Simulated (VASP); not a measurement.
# SrO (P6_3/mmc) in VASP: single point with HSE06

Aim: the single point of SrO with HSE06.

Everything below comes from runs of VASP 6.6.1. Logs are shortened: lines on timing, memory, paths and dates and some standing lists are left out, and cuts for length are marked.

## Step 1: The cell of the first run

The structure is hexagonal, space group P6_3/mmc (No. 194). The conventional cell has a = 4.270 Å, b = 4.270 Å, c = 5.144 Å, α = 90.00°, β = 90.00°, γ = 120.00°. Within 3.3 Å of Sr (site symmetry -6m2) lie 5 O at 2.47 to 2.57 Å. O (site symmetry -6m2) has 5 Sr at 2.47 to 2.57 Å within 3.3 Å.

## Step 2: Single point, HSE06

POSCAR

```
SrO
1.0
    4.2700309537      0.0000000000      0.0000000000
   -2.1350154768      3.6979552808      0.0000000000
    0.0000000000      0.0000000000      5.1444468174
Sr O
2 2
Direct
    0.3333333333      0.6666666667     -0.0625000000
    0.6666666667      0.3333333333      0.4375000000
    0.3333333333      0.6666666667      0.4375000000
    0.6666666667      0.3333333333      0.9375000000
```

INCAR.step1

```
SYSTEM = SrO
  PREC = Accurate
  ENCUT = 520
  EDIFF = 1E-5
  ISMEAR = 0
  SIGMA = 0.01
  LREAL = .FALSE.
  LASPH = .TRUE.
  NELM = 100
  ALGO = Normal
  ISIF = 2
  LWAVE = .TRUE.
  LCHARG = .FALSE.
  NBANDS = 24
  GGA = PE
  KPAR = 4
```

INCAR.step2

```
SYSTEM = SrO
  PREC = Accurate
  ENCUT = 520
  EDIFF = 1E-6
  ISMEAR = 0
  SIGMA = 0.01
  LREAL = .FALSE.
  LASPH = .TRUE.
  NELM = 100
  ALGO = Normal
  ISIF = 2
  LWAVE = .FALSE.
  LCHARG = .FALSE.
  GGA = PE
  LHFCALC = .TRUE.
  HFSCREEN = 0.2079
  PRECFOCK = Normal
  NBANDS = 24
  ISTART = 1
  KPAR = 4
```

KPOINTS

```
regular mesh
0
G
  6 6 4
  0 0 0
```

Potentials or basis: VASP PAW PBE potentials, release 64 (Sr_sv, O).

Command:

```console
$ cat potpaw_PBE.64/Sr_sv/POTCAR potpaw_PBE.64/O/POTCAR > POTCAR
$ cp INCAR.step1 INCAR
$ mpirun -np 4 vasp_std > vasp.out
$ cp INCAR.step2 INCAR
$ mpirun -np 4 vasp_std > vasp.out
```

OUTCAR:

```text
SYSTEM = SrO
   PREC = Accurate
   ENCUT = 520
   EDIFF = 1E-6
   ISMEAR = 0
   LREAL = .FALSE.
   LASPH = .TRUE.
   NELM = 100
   ISIF = 2
   GGA = PE
   LHFCALC = .TRUE.
   HFSCREEN = 0.2079
   PRECFOCK = Normal
   ISTART = 1

 ion  position               nearest neighbor table
   1  0.333  0.667  0.938-   4 2.47   4 2.47   4 2.47   3 2.57   3 2.57   2 3.56   2 3.56   2 3.56
                             2 3.56   2 3.56   2 3.56
   2  0.667  0.333  0.438-   3 2.47   3 2.47   3 2.47   4 2.57   4 2.57   1 3.56   1 3.56   1 3.56
                             1 3.56   1 3.56   1 3.56
   3  0.333  0.667  0.438-   2 2.47   2 2.47   2 2.47   1 2.57   1 2.57
   4  0.667  0.333  0.938-   1 2.47   1 2.47   1 2.47   2 2.57   2 2.57

  LATTYP: Found a hexagonal cell.
 ALAT       =     4.2700309537
 C/A-ratio  =     1.2047797482

  Lattice vectors:

 A1 = (   4.2700309537,   0.0000000000,   0.0000000000)
 A2 = (  -2.1350154768,   3.6979552808,   0.0000000000)
 A3 = (   0.0000000000,   0.0000000000,   5.1444468174)

Analysis of symmetry for initial positions (statically):
=====================================================================
 Subroutine PRICEL returns:
 Original cell was already a primitive cell.

 Routine SETGRP: Setting up the symmetry group for a
 hexagonal supercell.

 Subroutine GETGRP returns: Found 24 space group operations
 (whereof  6 operations were pure point group operations)
 out of a pool of 24 trial point group operations.

The static configuration has the point symmetry C_3v.
 The point group associated with its full space group is D_6h.

Analysis of symmetry for dynamics (positions and initial velocities):
=====================================================================
 Subroutine PRICEL returns:
 Original cell was already a primitive cell.

 Routine SETGRP: Setting up the symmetry group for a
 hexagonal supercell.

 Subroutine GETGRP returns: Found 24 space group operations
 (whereof  6 operations were pure point group operations)
 out of a pool of 24 trial point group operations.

The dynamic configuration has the point symmetry C_3v.
 The point group associated with its full space group is D_6h.

 Subroutine INISYM returns: Found 24 space group operations
 (whereof  6 operations are pure point group operations),
 and found     1 'primitive' translations

----------------------------------------------------------------------------------------

[... 101 lines left out ...]
   TEBEG  =    0.0;   TEEND  =   0.0 temperature during run
   PSTRESS=    0.0 pullay stress
   NELECT =      32.0000    total number of electrons
   NUPDOWN=      -1.0000    fix difference up-down
   EMIN   =  10.00;   EMAX   =-10.00  energy-range for DOS
   EFERMI =   0.00;   METHOD = LEGACY
   ISMEAR =     0;   SIGMA  =   0.01  broadening in eV -4-tet -1-fermi 0-gaus
   EFERMI_NEDOS =   21; number of points for ismear=-14 and -15
   IALGO  =     38    algorithm
   IMIX   =      1    mixing-type and parameters
     AMIX     =   0.40;   BMIX     =  1.00
     AMIX_MAG =   1.60;   BMIX_MAG =  1.00
  volume/ion in A,a.u.               =      20.31       137.05
  Fermi-wavevector in a.u.,A,eV,Ry     =   1.200092  2.267844 19.595378  1.440220
  Thomas-Fermi vector in A             =   2.335937
   LORBIT       =      0    0 simple, 1 ext, 2 COOP (PROOUT), +10 PAW based schemes
   GGA     = PE    functional components
   LHFCALC =     T    Hartree Fock is set to
   PRECFOCK=normal    Normal, Fast or Accurate (Low or Medium for compatibility)
   ENCUT4O =  -1.0   cutoff for four orbital integrals eV
   NKREDX  =     1    reduce k-point grid by
   NKREDY  =     1    reduce k-point grid by
   NKREDZ  =     1    reduce k-point grid by
   AEXX    =    0.2500 exact exchange contribution
   HFSCREEN=    0.2079 screening length (either q_TF or 0.3 A-1)
   HFSCREENC=   0.2079 screening length for correlation (either q_TF or 0.3 A-1)
   ENCUTFOCK=  -1.0 apply spherical cutoff to Coloumb kernel
   IVDW    =     0    specifies the selected vdW correction
   LEPSILON=     F    determine dielectric tensor
   LRPA    =     F    only Hartree local field effects (RPA)
 non-spin polarized calculation
 Gauss-broadening in eV      SIGMA  =   0.01
  energy-cutoff  :      520.00
  volume of cell :       81.23
 maximum number of plane-waves:      2208
 NGX is ok and might be reduce to    32
  NGX = 24; NGY = 24; NGZ = 30

 number of electron      32.0000008 magnetization

 Free energy of the ion-electron system (eV)
  ---------------------------------------------------
  ext. energy  EPLUGINS =         0.00000000
  ---------------------------------------------------
  free energy    TOTEN  =       -28.11342594 eV

  energy without entropy =      -28.11342594  energy(sigma->0) =      -28.11342594

 E-fermi :  -0.1953     XC(G=0):  -7.4061

 val. band max:       -0.2530911019   @ k =   0.0000   0.0000   0.0000
 cond. band min:       3.7286019582   @ k =   0.0000   0.0000   0.0000
 fundamental gap:      3.9816930601
 Fermi energy:        -0.1953034525

 k-point     1 :       0.0000    0.0000    0.0000
  band No.  band energies     occupation
      1     -34.5936      2.00000
      2     -34.4125      2.00000
      3     -16.7508      2.00000
      4     -16.7480      2.00000
      5     -15.9040      2.00000
      6     -15.4729      2.00000
[... 556 lines left out ...]
     23      10.8261      0.00000
     24      10.8261      0.00000

------------------------ aborting loop because EDIFF is reached ----------------------------------------

  FORCE on cell =-STRESS in cart. coord.  units (eV):
  Direction    XX          YY          ZZ          XY          YZ          ZX
  --------------------------------------------------------------------------------------
  -------------------------------------------------------------------------------------
  Total        0.0668955      0.0668955      0.0717384      0.0000000      0.0000000      0.0000000
  in kB        1.3193989      1.3193989      1.4149161      0.0000000      0.0000000      0.0000000
  external PRESSURE =       1.3512380 kB  Pullay stress =       0.0000000 kB

 VOLUME and BASIS-vectors are now :
 -----------------------------------------------------------------------------
  energy-cutoff  :      520.00
  volume of cell :       81.23
      direct lattice vectors                 reciprocal lattice vectors
     4.270030954  0.000000000  0.000000000     0.234190340  0.135209856  0.000000000
    -2.135015477  3.697955281  0.000000000     0.000000000  0.270419711  0.000000000
     0.000000000  0.000000000  5.144446817     0.000000000  0.000000000  0.194384360

 POSITION                                       TOTAL-FORCE (eV/Angst)
 -----------------------------------------------------------------------------------
     -0.00000      2.46530      4.82292        -0.000000      0.000000     -0.000000
      2.13502      1.23265      2.25070         0.000000     -0.000000      0.000000
     -0.00000      2.46530      2.25070         0.000000      0.000000     -0.000000
      2.13502      1.23265      4.82292        -0.000000     -0.000000     -0.000000
 -----------------------------------------------------------------------------------
    total drift:                                0.000000      0.000001     -0.000002

  FREE ENERGIE OF THE ION-ELECTRON SYSTEM (eV)
  ---------------------------------------------------
  free  energy   TOTEN  =       -28.1134259412 eV

  energy  without entropy=      -28.1134259412  energy(sigma->0) =      -28.11342594
```

It took 22 min on 4 MPI ranks of Intel Xeon 6975P-C (Granite Rapids), shared host; peak memory 0.34 GiB.

Results:

```yaml
Free_energy: -28.1134 eV
Pressure: 0.1 GPa
Band_gap_on_the_k_mesh: 3.98 eV
```

Caveat: the structure was generated, so it needn't be the stable form of SrO; the PAW data sets were made with another functional, which shifts forces and pressure a little.
